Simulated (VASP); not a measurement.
# FeGe (rocksalt type) (Fm-3m) in VASP: further runs

The runs below take FeGe (rocksalt type) through single point, with PBE.

Everything below comes from runs of VASP 6.6.1. Logs are shortened: lines on timing, memory, paths and dates and some standing lists are left out, and cuts for length are marked.

## Step 1: The cell of the first run

Symmetry: Fm-3m, No. 225, cubic system. The conventional cell has a = 3.908 Å, b = 3.908 Å, c = 3.908 Å, α = 90.00°, β = 90.00°, γ = 90.00°. Within 2.6 Å of Fe (site symmetry m-3m) lie 6 Ge at 1.95 Å. Within 2.6 Å of Ge (site symmetry m-3m) lie 6 Fe at 1.95 Å.

## Step 2: Single point, PBE, collinear spin, ferromagnetic start

File INCAR:

```
SYSTEM = FeGe
PREC = Accurate
ENCUT = 520
EDIFF = 1E-6
ISMEAR = -1
SIGMA = 0.05
LREAL = .FALSE.
LASPH = .TRUE.
NELM = 150
ALGO = Normal
ISIF = 2
LWAVE = .FALSE.
LCHARG = .FALSE.
ISPIN = 2
MAGMOM = 2.5 0
LORBIT = 11
LMAXMIX = 4
GGA = PE
NBANDS = 22
```

File KPOINTS:

```
regular mesh
0
G
  17 17 17
  0 0 0
```

File POSCAR:

```
FeGe
1.0
    0.0000000000      1.9540180825      1.9540180825
    1.9540180825      0.0000000000      1.9540180825
    1.9540180825      1.9540180825      0.0000000000
Fe Ge
1 1
Direct
    0.0000000000      0.0000000000      0.0000000000
    0.5000000000      0.5000000000      0.5000000000
```

Potentials or basis: VASP PAW PBE potentials, release 64 (Fe, Ge_d).

Command:

```
$ cat potpaw_PBE.64/Fe/POTCAR potpaw_PBE.64/Ge_d/POTCAR > POTCAR
$ mpirun -np 1 vasp_std > vasp.out
```

OUTCAR:

```text
SYSTEM = FeGe
   PREC = Accurate
   ENCUT = 520
   EDIFF = 1E-6
   ISMEAR = -1
   LREAL = .FALSE.
   LASPH = .TRUE.
   NELM = 150
   ISIF = 2
   ISPIN = 2
   LORBIT = 11
   GGA = PE

 ion  position               nearest neighbor table
   1  0.000  0.000  0.000-   2 1.95   2 1.95   2 1.95   2 1.95   2 1.95   2 1.95
   2  0.500  0.500  0.500-   1 1.95   1 1.95   1 1.95   1 1.95   1 1.95   1 1.95

  LATTYP: Found a face centered cubic cell.
 ALAT       =     3.9080361650

  Lattice vectors:

 A1 = (   0.0000000000,   1.9540180825,   1.9540180825)
 A2 = (   1.9540180825,   0.0000000000,   1.9540180825)
 A3 = (   1.9540180825,   1.9540180825,   0.0000000000)

Analysis of symmetry for initial positions (statically):
=====================================================================
 Subroutine PRICEL returns:
 Original cell was already a primitive cell.

 Routine SETGRP: Setting up the symmetry group for a
 face centered cubic supercell.

 Subroutine GETGRP returns: Found 48 space group operations
 (whereof 48 operations were pure point group operations)
 out of a pool of 48 trial point group operations.

The static configuration has the point symmetry O_h .

Analysis of symmetry for dynamics (positions and initial velocities):
=====================================================================
 Subroutine PRICEL returns:
 Original cell was already a primitive cell.

 Routine SETGRP: Setting up the symmetry group for a
 face centered cubic supercell.

 Subroutine GETGRP returns: Found 48 space group operations
 (whereof 48 operations were pure point group operations)
 out of a pool of 48 trial point group operations.

The dynamic configuration has the point symmetry O_h .

Analysis of structural, dynamic, and magnetic symmetry:
=====================================================================
 Subroutine PRICEL returns:
 Original cell was already a primitive cell.

 Routine SETGRP: Setting up the symmetry group for a
 face centered cubic supercell.

 Subroutine GETGRP returns: Found 48 space group operations
 (whereof 48 operations were pure point group operations)
 out of a pool of 48 trial point group operations.

The overall configuration has the point symmetry O_h .

 Subroutine INISYM returns: Found 48 space group operations
 (whereof 48 operations are pure point group operations),
 and found     1 'primitive' translations

[... 110 lines left out ...]
   EFERMI_NEDOS =   21; number of points for ismear=-14 and -15
   IALGO  =     38    algorithm
   IMIX   =      4    mixing-type and parameters
     AMIX     =   0.40;   BMIX     =  1.00
     AMIX_MAG =   1.60;   BMIX_MAG =  1.00
  volume/ion in A,a.u.               =       7.46        50.35
  Fermi-wavevector in a.u.,A,eV,Ry     =   1.863276  3.521081 47.236663  3.471797
  Thomas-Fermi vector in A             =   2.910667
   LORBIT       =     11    0 simple, 1 ext, 2 COOP (PROOUT), +10 PAW based schemes
   GGA     = PE    functional components
   LHFCALC =     F    Hartree Fock is set to
   AEXX    =    0.0000 exact exchange contribution
   IVDW    =     0    specifies the selected vdW correction
   LEPSILON=     F    determine dielectric tensor
   LRPA    =     F    only Hartree local field effects (RPA)
 spin polarized calculation
  energy-cutoff  :      520.00
  volume of cell :       14.92
 maximum number of plane-waves:       415
 NGX is ok and might be reduce to    24
   NGX = 11   NGY = 11   NGZ = 11

 number of electron      22.0000007 magnetization       0.0001583

 number of electron      22.0000007 magnetization      -0.0000824

 Free energy of the ion-electron system (eV)
  ---------------------------------------------------
  ext. energy  EPLUGINS =         0.00000000
  ---------------------------------------------------
  free energy    TOTEN  =        -3.41478151 eV

  energy without entropy =       -3.41215299  energy(sigma->0) =       -3.41346725

 E-fermi :  16.4923     XC(G=0): -16.1660

 val. band max:       16.3945353275   @ k =  -0.4118   0.4118   0.0000
 cond. band min:      16.5146414884   @ k =  -0.4118   0.4706   0.0588
 fundamental gap:      0.1201061608
 Fermi energy:        16.4923033438

 spin component 1

 k-point     1 :       0.0000    0.0000    0.0000
  band No.  band energies     occupation
      1      -9.8775      1.00000
      2      -9.8775      1.00000
      3      -9.7291      1.00000
      4      -9.7291      1.00000
      5      -9.7291      1.00000
      6      -1.8218      1.00000
[... 589 lines left out ...]
     21      41.4396      0.00000
     22      43.8679      0.00000

 [... further k-points ...]

 spin component 2

 k-point     1 :       0.0000    0.0000    0.0000
  band No.  band energies     occupation
      1      -9.8775      1.00000
      2      -9.8775      1.00000
      3      -9.7291      1.00000
      4      -9.7291      1.00000
      5      -9.7291      1.00000
      6      -1.8218      1.00000
[... 589 lines left out ...]
     21      41.4395      0.00000
     22      43.8679      0.00000

 [... further k-points ...]
[... 5 lines left out ...]
  --------------------------------------------------------------------------------------
  -------------------------------------------------------------------------------------
  Total       34.6989194     34.6989194     34.6989194      0.0000000      0.0000000     -0.0000000
  in kB     3725.7250476   3725.7250476   3725.7250476      0.0000000      0.0000000     -0.0000000
  external PRESSURE =    3725.7250476 kB  Pullay stress =       0.0000000 kB

 VOLUME and BASIS-vectors are now :
 -----------------------------------------------------------------------------
  energy-cutoff  :      520.00
  volume of cell :       14.92
      direct lattice vectors                 reciprocal lattice vectors
     0.000000000  1.954018082  1.954018082    -0.255882995  0.255882995  0.255882995
     1.954018082  0.000000000  1.954018082     0.255882995 -0.255882995  0.255882995
     1.954018082  1.954018082  0.000000000     0.255882995  0.255882995 -0.255882995

 POSITION                                       TOTAL-FORCE (eV/Angst)
 -----------------------------------------------------------------------------------
      0.00000      0.00000      0.00000        -0.000000     -0.000000     -0.000000
      1.95402      1.95402      1.95402         0.000000      0.000000      0.000000
 -----------------------------------------------------------------------------------
    total drift:                                0.000000     -0.000000      0.000000

  FREE ENERGIE OF THE ION-ELECTRON SYSTEM (eV)
  ---------------------------------------------------
  free  energy   TOTEN  =        -3.4147815078 eV

  energy  without entropy=       -3.4121529876  energy(sigma->0) =       -3.41346725

 total charge

# of ion       s       p       d       tot
------------------------------------------
    1        0.648   1.096   7.887   9.632
    2        1.297   2.003  10.513  13.814
--------------------------------------------------
tot          1.945   3.100  18.401  23.446

 magnetization (x)

# of ion       s       p       d       tot
------------------------------------------
    1        0.000   0.000  -0.000  -0.000
    2        0.000   0.000   0.000   0.000
--------------------------------------------------
tot          0.000   0.000  -0.000  -0.000
```

stdout:

```text
POSCAR found type information on POSCAR FeGe
 POSCAR found :  2 types and       2 ions
 scaLAPACK will be used
 LDA part: xc-table for (Slater+PW92), standard interpolation
 POSCAR, INCAR and KPOINTS ok, starting setup
 FFT: planning ... GRIDC
 FFT: planning ... GRID_SOFT
 FFT: planning ... GRID
 WAVECAR not read
 entering main loop
```

It took 80 s on 1 thread of AMD EPYC 9R45 (Zen 5), shared host; peak memory 0.19 GiB.

Results:

- Free energy: -3.4148 eV
- Pressure: 372.6 GPa
- Band gap on the k mesh: zero (filled and empty bands overlap)
- Net moment: 0.00 μB per cell

Caveat: the cell stands under pressure.

## Step 3: Single point, PBE, collinear spin, ferromagnetic start

File INCAR:

```
  PREC = Accurate
  ENCUT = 520
  EDIFF = 1E-7
  ISMEAR = -1
  SIGMA = 0.05
  LREAL = False
  LASPH = True
  NELM = 150
  ALGO = Normal
  ISIF = 2
  LWAVE = False
  LCHARG = True
  ISPIN = 2
  MAGMOM = 2.5 0
  LORBIT = 11
  LMAXMIX = 4
  GGA = PE
  LELF = True
  LVHAR = True
  NBANDS = 22
```

File KPOINTS:

```
regular mesh
0
Gamma
  17 17 17
```

POSCAR is that of step 2.

Potentials or basis: VASP PAW PBE potentials, release 64 (Fe, Ge_d).

Command:

```
$ cat potpaw_PBE.64/Fe/POTCAR potpaw_PBE.64/Ge_d/POTCAR > POTCAR
$ mpirun -np 1 vasp_std > vasp.out
```

OUTCAR:

```text
PREC = Accurate
   ENCUT = 520
   EDIFF = 1E-7
   ISMEAR = -1
   LREAL = False
   LASPH = True
   NELM = 150
   ISIF = 2
   ISPIN = 2
   LORBIT = 11
   GGA = PE

 ion  position               nearest neighbor table
   1  0.000  0.000  0.000-   2 1.95   2 1.95   2 1.95   2 1.95   2 1.95   2 1.95
   2  0.500  0.500  0.500-   1 1.95   1 1.95   1 1.95   1 1.95   1 1.95   1 1.95

  LATTYP: Found a face centered cubic cell.
 ALAT       =     3.9080361650

  Lattice vectors:

 A1 = (   0.0000000000,   1.9540180825,   1.9540180825)
 A2 = (   1.9540180825,   0.0000000000,   1.9540180825)
[... 1416 lines left out ...]

 VOLUME and BASIS-vectors are now :
 -----------------------------------------------------------------------------
  energy-cutoff  :      520.00
  volume of cell :       14.92
      direct lattice vectors                 reciprocal lattice vectors
     0.000000000  1.954018082  1.954018082    -0.255882995  0.255882995  0.255882995
     1.954018082  0.000000000  1.954018082     0.255882995 -0.255882995  0.255882995
     1.954018082  1.954018082  0.000000000     0.255882995  0.255882995 -0.255882995

 POSITION                                       TOTAL-FORCE (eV/Angst)
 -----------------------------------------------------------------------------------
      0.00000      0.00000      0.00000        -0.000000      0.000000     -0.000000
      1.95402      1.95402      1.95402         0.000000     -0.000000      0.000000
 -----------------------------------------------------------------------------------
    total drift:                                0.000000     -0.000000      0.000000

  FREE ENERGIE OF THE ION-ELECTRON SYSTEM (eV)
  ---------------------------------------------------
  free  energy   TOTEN  =        -3.4147815075 eV

  energy  without entropy=       -3.4121529889  energy(sigma->0) =       -3.41346725

 total charge

# of ion       s       p       d       tot
------------------------------------------
    1        0.648   1.096   7.887   9.632
    2        1.297   2.003  10.513  13.814
--------------------------------------------------
tot          1.945   3.100  18.401  23.446

 magnetization (x)

# of ion       s       p       d       tot
------------------------------------------
    1       -0.000   0.000  -0.000  -0.000
    2        0.000   0.000   0.000   0.000
--------------------------------------------------
tot          0.000   0.000  -0.000  -0.000
```

OSZICAR:

```text
N       E                     dE             d eps       ncg     rms          rms(c)
DAV:   1     0.131059242603E+03    0.13106E+03   -0.92016E+03 18592   0.282E+03
DAV:   2     0.750570362884E+01   -0.12355E+03   -0.11596E+03 14838   0.415E+02
DAV:   3    -0.314770500455E+01   -0.10653E+02   -0.10536E+02 16236   0.880E+01
DAV:   4    -0.329039471062E+01   -0.14269E+00   -0.14261E+00 16298   0.112E+01
DAV:   5    -0.329127541604E+01   -0.88071E-03   -0.88069E-03 16672   0.836E-01    0.299E+01
DAV:   6    -0.360274182049E+01   -0.31147E+00   -0.97675E-01 19890   0.117E+01    0.131E+01
DAV:   7    -0.353703675465E+01    0.65705E-01   -0.12511E+00 19036   0.160E+01    0.117E+01
DAV:   8    -0.339644317467E+01    0.14059E+00   -0.36667E-01 21824   0.720E+00    0.154E+00
DAV:   9    -0.341318267437E+01   -0.16739E-01   -0.37381E-02 19664   0.208E+00    0.485E-01
DAV:  10    -0.341471776493E+01   -0.15351E-02   -0.27025E-03 20476   0.600E-01    0.241E-01
DAV:  11    -0.341477939684E+01   -0.61632E-04   -0.12524E-04 21484   0.118E-01    0.125E-01
DAV:  12    -0.341476892244E+01    0.10474E-04   -0.49653E-05 21670   0.866E-02    0.480E-02
DAV:  13    -0.341478158629E+01   -0.12664E-04   -0.14970E-05 20186   0.450E-02    0.346E-03
DAV:  14    -0.341478150747E+01    0.78825E-07   -0.27513E-07 16896   0.637E-03
   1 F= -.34147815E+01 E0= -.34134672E+01  d E =-.262852E-02  mag=     0.0000
```

stdout:

```text
POSCAR found type information on POSCAR FeGe
 POSCAR found :  2 types and       2 ions
 scaLAPACK will be used
 LDA part: xc-table for (Slater+PW92), standard interpolation
 POSCAR, INCAR and KPOINTS ok, starting setup
 FFT: planning ... GRIDC
 FFT: planning ... GRID_SOFT
 FFT: planning ... GRID
 WAVECAR not read
 entering main loop
```

Run time: 87 s. Hardware: 1 thread of AMD EPYC 9R45 (Zen 5), shared host; peak memory 0.19 GiB.

Results:

```
Free energy            : -3.4148 eV
Pressure               : 372.6 GPa
Band gap on the k mesh : zero (filled and empty bands overlap)
Net moment             : 0.00 μB per cell
```

Levels at points of the mesh, in eV from the Fermi level:
Spin up:
| k point | band 8 | band 9 | band 10 | band 11 | band 12 | band 13 | band 14 | band 15 |
| --- | --- | --- | --- | --- | --- | --- | --- | --- |
| (0.00, 0.00, 0.00) | -3.45 | -3.45 | -2.20 | -2.20 | 8.33 | 8.33 | 8.33 | 10.70 |
Spin down:
```csv
k point,band 8,band 9,band 10,band 11,band 12,band 13,band 14,band 15
"(0.00, 0.00, 0.00)",-3.45,-3.45,-2.20,-2.20,8.33,8.33,8.33,10.70
```

Caveat: the cell stands under pressure.
